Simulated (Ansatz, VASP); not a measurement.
# Ru: VASP beside Ansatz

```xyz
2
Lattice="2.6897 0.0000 0.0000 -1.3448 2.3293 0.0000 0.0000 0.0000 4.2524" Properties=species:S:1:pos:R:3 pbc="T T T"
Ru    0.0000    1.4596    1.0631
Ru    1.3448    0.8697    3.1893
```

Change from the starting cell: mode 4 frozen in at +0.000 Å and mode 5 at -0.093 Å (largest displacements).

Alike in both runs: task single point; functional PBEsol; k mesh 18 × 18 × 10; occupations gaussian, width 0.15 eV; no spin polarisation.

|  | VASP | Ansatz |
| --- | --- | --- |
| version | VASP 6.6.1 | Ansatz 0.2.0 |
| potentials or method | VASP PAW PBE potentials, release 64 (Ru_pv), cutoff 520 eV | scalar-relativistic, plane waves, PAW |
| valence electrons in the cell | 28 | 32 |

Ansatz gave:

```
gap on the k mesh at the Fermi level (eV)                     : none
pressure (GPa)                                                : 1.7
traceless stress, the component that is largest in VASP (GPa) : -4.81
rms of the force components (eV/Å)                            : 0.836
```

Task: Estimate VASP's values.

Result: gap on the k mesh at the Fermi level (eV): none; pressure (GPa): 1.6; traceless stress, the component that is largest in VASP (GPa): -4.83; rms of the force components (eV/Å): 0.834.

VASP's potentials were made for PBE, not for PBEsol, and Ansatz warns of the same on its side. Atom by atom the forces differ by 0.002 eV/Å (rms over components). A gap of «none» marks a metal or a gap that the smearing closes. VASP's potentials hold 28 valence electrons a cell and Ansatz's 32, so a difference there can come from the potentials and not from the codes.
